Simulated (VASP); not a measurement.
# Al in VASP: notebook

The runs below take Al through single point, with PBE.

Everything below comes from runs of VASP 6.6.1. Logs are shortened: lines on timing, memory, paths and dates and some standing lists are left out, and cuts for length are marked.

**1. The cell of the first run**

The cell holds a slab with vacuum, 17 atoms: a = 5.714 Å, b = 8.080 Å, c = 19.743 Å, α = 90.00°, β = 90.00°, γ = 90.00°.

**2. Single point, PBE**

INCAR

```
SYSTEM = Al
ALGO = Normal
DIPOL = 0.5 0.5 0.324
EDIFF = 1E-7
ENCUT = 520
GGA = PE
IDIPOL = 3
ISIF = 2
ISMEAR = 0
LASPH = .TRUE.
LCHARG = .FALSE.
LDIPOL = .TRUE.
LREAL = Auto
LWAVE = .FALSE.
NBANDS = 40
NELM = 100
PREC = Accurate
SIGMA = 0.1
```

KPOINTS

```
k-points
0
G
  5 4 1
  0 0 0
```

POSCAR

```
Al
1.0
    5.7135165838      0.0000000000      0.0000000000
    0.0000000000      8.0801326416      0.0000000000
    0.0000000000      0.0000000000     19.7432786844
Al
17
Direct
    0.2500000000      0.2500000000      0.2026005946
    0.2500000000      0.7500000000      0.2026005946
    0.7500000000      0.2500000000      0.2026005946
    0.7500000000      0.7500000000      0.2026005946
    0.0000000000      0.0000000000      0.2749482107
    0.0000000000      0.5000000000      0.2749482107
    0.5000000000      0.0000000000      0.2749482107
    0.5000000000      0.5000000000      0.2749482107
    0.2500000000      0.2500000000      0.3495466410
    0.2500000000      0.7500000000      0.3495466410
    0.7500000000      0.2500000000      0.3495466410
    0.7500000000      0.7500000000      0.3495466410
    0.0000000000      0.0000000000      0.4175232906
    0.0000000000      0.5000000000      0.4175232906
    0.5000000000      0.0000000000      0.4175232906
    0.5000000000      0.5000000000      0.4175232906
    0.2500000000      0.0000000000      0.5332949189
```

Potentials or basis: VASP PAW PBE potentials, release 64 (Al).

Command:

```bash
$ cat potpaw_PBE.64/Al/POTCAR > POTCAR
$ mpirun -np 1 vasp_std > vasp.out
```

OUTCAR:

```text
SYSTEM = Al
   EDIFF = 1E-7
   ENCUT = 520
   GGA = PE
   ISIF = 2
   ISMEAR = 0
   LASPH = .TRUE.
   LREAL = Auto
   NELM = 100
   PREC = Accurate

 ion  position               nearest neighbor table
   1  0.250  0.250  0.203-   3 2.86   3 2.86   6 2.86   7 2.86   8 2.86   5 2.86   9 2.90
   2  0.250  0.750  0.203-   4 2.86   4 2.86   6 2.86   7 2.86   8 2.86   5 2.86  10 2.90
   3  0.750  0.250  0.203-   1 2.86   1 2.86   6 2.86   7 2.86   8 2.86   5 2.86  11 2.90
   4  0.750  0.750  0.203-   2 2.86   2 2.86   6 2.86   7 2.86   8 2.86   5 2.86  12 2.90
   5  0.000  0.000  0.275-  13 2.81   7 2.86   7 2.86   4 2.86   1 2.86   2 2.86   3 2.86  11 2.88
                            12 2.88   9 2.88  10 2.88
   6  0.000  0.500  0.275-  14 2.81   8 2.86   8 2.86   4 2.86   1 2.86   2 2.86   3 2.86  11 2.88
                            12 2.88   9 2.88  10 2.88
   7  0.500  0.000  0.275-  15 2.81   5 2.86   5 2.86   4 2.86   1 2.86   2 2.86   3 2.86  11 2.88
                            12 2.88   9 2.88  10 2.88
   8  0.500  0.500  0.275-  16 2.81   6 2.86   6 2.86   4 2.86   1 2.86   2 2.86   3 2.86  11 2.88
                            12 2.88   9 2.88  10 2.88
   9  0.250  0.250  0.350-  13 2.81  14 2.81  15 2.81  16 2.81  11 2.86  11 2.86   7 2.88   8 2.88
                             5 2.88   6 2.88   1 2.90
  10  0.250  0.750  0.350-  13 2.81  14 2.81  15 2.81  16 2.81  12 2.86  12 2.86   7 2.88   8 2.88
                             5 2.88   6 2.88   2 2.90
  11  0.750  0.250  0.350-  13 2.81  14 2.81  15 2.81  16 2.81   9 2.86   9 2.86   7 2.88   8 2.88
                             5 2.88   6 2.88   3 2.90
  12  0.750  0.750  0.350-  13 2.81  14 2.81  15 2.81  16 2.81  10 2.86  10 2.86   7 2.88   8 2.88
                             5 2.88   6 2.88   4 2.90
  13  0.000  0.000  0.418-  17 2.70  10 2.81  11 2.81  12 2.81   9 2.81   5 2.81  15 2.86  15 2.86

  14  0.000  0.500  0.418-   9 2.81  10 2.81  11 2.81  12 2.81   6 2.81  16 2.86  16 2.86
  15  0.500  0.000  0.418-  17 2.70  10 2.81  11 2.81  12 2.81   9 2.81   7 2.81  13 2.86  13 2.86

  16  0.500  0.500  0.418-   9 2.81  10 2.81  11 2.81  12 2.81   8 2.81  14 2.86  14 2.86
  17  0.250  0.000  0.533-  13 2.70  15 2.70

  LATTYP: Found a simple orthorhombic cell.
 ALAT       =     5.7135165838
 B/A-ratio  =     1.4142135624
 C/A-ratio  =     3.4555388778

  Lattice vectors:

 A1 = (   5.7135165838,   0.0000000000,   0.0000000000)
 A2 = (   0.0000000000,   8.0801326416,   0.0000000000)
 A3 = (   0.0000000000,   0.0000000000,  19.7432786844)

Analysis of symmetry for initial positions (statically):
=====================================================================
 Subroutine PRICEL returns:
 Original cell was already a primitive cell.

 Routine SETGRP: Setting up the symmetry group for a
 simple orthorhombic supercell.

 Subroutine GETGRP returns: Found  4 space group operations
 (whereof  2 operations were pure point group operations)
 out of a pool of  8 trial point group operations.

The static configuration has the point symmetry C_1h.
 The point group associated with its full space group is C_2v.

Analysis of symmetry for dynamics (positions and initial velocities):
=====================================================================
 Subroutine PRICEL returns:
 Original cell was already a primitive cell.

 Routine SETGRP: Setting up the symmetry group for a
 simple orthorhombic supercell.

 Subroutine GETGRP returns: Found  4 space group operations
 (whereof  2 operations were pure point group operations)
 out of a pool of  8 trial point group operations.

The dynamic configuration has the point symmetry C_1h.
 The point group associated with its full space group is C_2v.

 Subroutine INISYM returns: Found  4 space group operations
 (whereof  2 operations are pure point group operations),
 and found     1 'primitive' translations

----------------------------------------------------------------------------------------

                                     Primitive cell

  volume of cell :     911.4676

  direct lattice vectors                    reciprocal lattice vectors
     5.713516584  0.000000000  0.000000000     0.175023558  0.000000000  0.000000000
     0.000000000  8.080132642  0.000000000     0.000000000  0.123760345  0.000000000
     0.000000000  0.000000000 19.743278684     0.000000000  0.000000000  0.050650149

  length of vectors
     5.713516584  8.080132642 19.743278684     0.175023558  0.123760345  0.050650149

  position of ions in fractional coordinates (direct lattice)
     0.250000000  0.250000000  0.202600595
     0.250000000  0.750000000  0.202600595
     0.750000000  0.250000000  0.202600595
     0.750000000  0.750000000  0.202600595
     0.000000000  0.000000000  0.274948211
     0.000000000  0.500000000  0.274948211
[... 9 lines left out ...]
     0.500000000  0.500000000  0.417523291
     0.250000000  0.000000000  0.533294919

  ion indices of the primitive-cell ions
   primitive index   ion index
                 1           1
                 2           2
                 3           3
                 4           4
                 5           5
                 6           6
[... 9 lines left out ...]
                16          16
                17          17

----------------------------------------------------------------------------------------

 KPOINTS: k-points

Automatic generation of k-mesh.
 Grid dimensions read from file:
 generate k-points for:    5    4    1

 Generating k-lattice:

  Cartesian coordinates                     Fractional coordinates (reciprocal lattice)
     0.035004712  0.000000000  0.000000000     0.200000000  0.000000000  0.000000000
     0.000000000  0.030940086  0.000000000     0.000000000  0.250000000  0.000000000
     0.000000000  0.000000000  0.050650149     0.000000000  0.000000000  1.000000000

  Length of vectors
     0.035004712  0.030940086  0.050650149

  Shift w.r.t. Gamma in fractional coordinates (k-lattice)
     0.000000000  0.000000000  0.000000000

 Subroutine IBZKPT returns following result:
 ===========================================

 Found      9 irreducible k-points:

 Following reciprocal coordinates:
            Coordinates               Weight
  0.000000  0.000000  0.000000      1.000000
  0.200000  0.000000  0.000000      2.000000
  0.400000  0.000000  0.000000      2.000000
  0.000000  0.250000  0.000000      2.000000
  0.200000  0.250000  0.000000      4.000000
  0.400000  0.250000  0.000000      4.000000
  0.000000  0.500000  0.000000      1.000000
  0.200000  0.500000  0.000000      2.000000
  0.400000  0.500000  0.000000      2.000000
   k-points           NKPTS =      9   k-points in BZ     NKDIM =      9   number of bands    NBANDS=     40
   number of dos      NEDOS =    301   number of ions     NIONS =     17
   total plane-waves  NPLWV = 378000
   dimension x,y,z NGX =    42 NGY =   60 NGZ =  150
   dimension x,y,z NGXF=    84 NGYF=  120 NGZF=  300
   ions per type =              17
   NGX,Y,Z   is equivalent  to a cutoff of  12.22, 12.34, 12.63 a.u.
   NGXF,Y,Z  is equivalent  to a cutoff of  24.44, 24.69, 25.26 a.u.
 SYSTEM =  Al
   PREC   = accura    normal or accurate (medium, high low for compatibility)
   ISTART =      0    job   : 0-new  1-cont  2-samecut
   ICHARG =      2    charge: 1-file 2-atom 10-const
   ISPIN  =      1    spin polarized calculation?
   LNONCOLLINEAR =      F non collinear calculations
   LSORBIT =      F    spin-orbit coupling
   LASPH  =      T    aspherical Exc in radial PAW
   ENCUT  =  520.0 eV  38.22 Ry    6.18 a.u.  10.62 15.02 36.71*2*pi/ulx,y,z
   NELM   =    100;   NELMIN=  2; NELMDL= -5     # of ELM steps
   EDIFF  = 0.1E-06   stopping-criterion for ELM
   LREAL  =      T    real-space projection
   EDIFFG = 0.1E-05   stopping-criterion for IOM
   NSW    =      0    number of steps for IOM
   IBRION =     -1    ionic relax: 0-MD 1-quasi-New 2-CG
   NFREE  =      0    steps in history (QN), initial steepest desc. (CG)
   ISIF   =      2    stress and relaxation
   ISYM   =      2    0-nonsym 1-usesym 2-fastsym
   POTIM  = 0.5000    time-step for ionic-motion
   TEBEG  =    0.0;   TEEND  =   0.0 temperature during run
   PSTRESS=    0.0 pullay stress
   NELECT =      51.0000    total number of electrons
   NUPDOWN=      -1.0000    fix difference up-down
   EMIN   =  10.00;   EMAX   =-10.00  energy-range for DOS
   EFERMI =   0.00;   METHOD = LEGACY
   ISMEAR =     0;   SIGMA  =   0.10  broadening in eV -4-tet -1-fermi 0-gaus
   EFERMI_NEDOS =   21; number of points for ismear=-14 and -15
   IALGO  =     38    algorithm
   IMIX   =      4    mixing-type and parameters
     AMIX     =   0.40;   BMIX     =  1.00
     AMIX_MAG =   1.60;   BMIX_MAG =  1.00
  volume/ion in A,a.u.               =      53.62       361.82
  Fermi-wavevector in a.u.,A,eV,Ry     =   0.626159  1.183269  5.334502  0.392075
  Thomas-Fermi vector in A             =   1.687315
   LORBIT       =      0    0 simple, 1 ext, 2 COOP (PROOUT), +10 PAW based schemes
   GGA     = PE    functional components
   LHFCALC =     F    Hartree Fock is set to
   AEXX    =    0.0000 exact exchange contribution
   IVDW    =     0    specifies the selected vdW correction
   LEPSILON=     F    determine dielectric tensor
   LRPA    =     F    only Hartree local field effects (RPA)
 non-spin polarized calculation
 Gauss-broadening in eV      SIGMA  =   0.10
  energy-cutoff  :      520.00
  volume of cell :      911.47
 maximum number of plane-waves:     24626
   NGX = 21   NGY = 31   NGZ = 73

 dipolmoment           0.000000      0.000000     -0.005042 electrons x Angstroem

 number of electron      50.9999999 magnetization

 dipolmoment           0.000000      0.000000      0.017871 electrons x Angstroem

 Free energy of the ion-electron system (eV)
  ---------------------------------------------------
  ext. energy  EPLUGINS =         0.00000000
  ---------------------------------------------------
  free energy    TOTEN  =       -57.16625906 eV

  energy without entropy =      -57.11791152  energy(sigma->0) =      -57.14208529

 E-fermi :  -0.3281     XC(G=0):  -4.3406

 val. band max:       -0.3554002837   @ k =   0.0000   0.2500   0.0000
 cond. band min:      -0.3259995893   @ k =   0.2000   0.2500   0.0000
 fundamental gap:      0.0294006944
 Fermi energy:        -0.3281012192

 k-point     1 :       0.0000    0.0000    0.0000
  band No.  band energies     occupation
      1     -10.5415      2.00000
      2      -8.3885      2.00000
      3      -8.2810      2.00000
      4      -8.1662      2.00000
      5      -6.2330      2.00000
      6      -6.1253      2.00000
[... 29 lines left out ...]
     36       1.7389      0.00000
     37       1.7823      0.00000

 k-point     2 :       0.2000    0.0000    0.0000
  band No.  band energies     occupation
      1     -10.3610      2.00000
      2      -8.2126      2.00000
      3      -8.1033      2.00000
      4      -7.9907      2.00000
      5      -7.6803      2.00000
      6      -6.0718      2.00000
[... 29 lines left out ...]
     36       1.9672      0.00000
     37       1.9892      0.00000
[... 238 lines left out ...]
     36       1.8674      0.00000
     37       1.9231      0.00000

 k-point     9 :       0.4000    0.5000    0.0000
  band No.  band energies     occupation
      1      -9.2676      2.00000
      2      -9.2620      2.00000
      3      -8.3769      2.00000
      4      -8.3699      2.00000
      5      -7.0500      2.00000
      6      -6.8715      2.00000
[... 29 lines left out ...]
     36       2.2386      0.00000
     37       2.2562      0.00000
 [bands above 37 left out]

------------------------ aborting loop because EDIFF is reached ----------------------------------------

 vacuum level on the upper side and lower side of the slab       (xc-potential included)        -0.162        -0.178

  FORCE on cell =-STRESS in cart. coord.  units (eV):
  Direction    XX          YY          ZZ          XY          YZ          ZX
  --------------------------------------------------------------------------------------
  -------------------------------------------------------------------------------------
  Total       -9.5396777     -3.9789344     -1.0424048      0.0000000      0.0000000      0.0000000
  in kB      -16.7688402     -6.9941688     -1.8323385      0.0000000      0.0000000      0.0000000
  external PRESSURE =      -8.5317825 kB  Pullay stress =       0.0000000 kB

 VOLUME and BASIS-vectors are now :
 -----------------------------------------------------------------------------
  energy-cutoff  :      520.00
  volume of cell :      911.47
      direct lattice vectors                 reciprocal lattice vectors
     5.713516584  0.000000000  0.000000000     0.175023558  0.000000000  0.000000000
     0.000000000  8.080132642  0.000000000     0.000000000  0.123760345  0.000000000
     0.000000000  0.000000000 19.743278684     0.000000000  0.000000000  0.050650149

 POSITION                                       TOTAL-FORCE (eV/Angst)
 -----------------------------------------------------------------------------------
      1.42838      2.02003      4.00000        -0.000000      0.018570      0.201532
      1.42838      6.06010      4.00000        -0.000000     -0.018570      0.201532
      4.28514      2.02003      4.00000         0.000000      0.029426      0.187677
      4.28514      6.06010      4.00000         0.000000     -0.029426      0.187677
      0.00000      0.00000      5.42838         0.036968      0.000000     -0.174595
      0.00000      4.04007      5.42838        -0.006520      0.000000     -0.182665
[... 9 lines left out ...]
      2.85676      4.04007      8.24328         0.019940      0.000000      0.030602
      1.42838      0.00000     10.52899         0.000000      0.000000      0.017075
 -----------------------------------------------------------------------------------
    total drift:                                0.000000     -0.000000     -0.001599

  FREE ENERGIE OF THE ION-ELECTRON SYSTEM (eV)
  ---------------------------------------------------
  free  energy   TOTEN  =       -57.1662590644 eV

  energy  without entropy=      -57.1179115207  energy(sigma->0) =      -57.14208529

 vacuum level on the upper side and lower side of the slab         3.680         3.659
```

Wall time 7.3 min (1 thread of AMD EPYC 9R45 (Zen 5), shared host); peak memory 0.75 GiB.

Results:

```
Free energy            : -57.1663 eV
Largest force          : 0.331 eV/Å
Band gap on the k mesh : zero (an odd number of electrons rules out a gap without spin polarisation)
```

Forces in eV/Å, atoms in the order of the input:
```
Al   0.000  0.019  0.202
Al   0.000 -0.019  0.202
Al   0.000  0.029  0.188
Al   0.000 -0.029  0.188
Al   0.037  0.000 -0.175
Al  -0.007  0.000 -0.183
Al  -0.037  0.000 -0.175
Al   0.007  0.000 -0.183
Al   0.000 -0.044 -0.006
Al   0.000  0.044 -0.006
Al   0.000 -0.046 -0.061
Al   0.000  0.046 -0.061
Al  -0.331  0.000 -0.004
Al  -0.020  0.000  0.031
Al   0.331  0.000 -0.004
Al   0.020  0.000  0.031
Al   0.000  0.000  0.017
```

(Continued in part 2 of 2.)
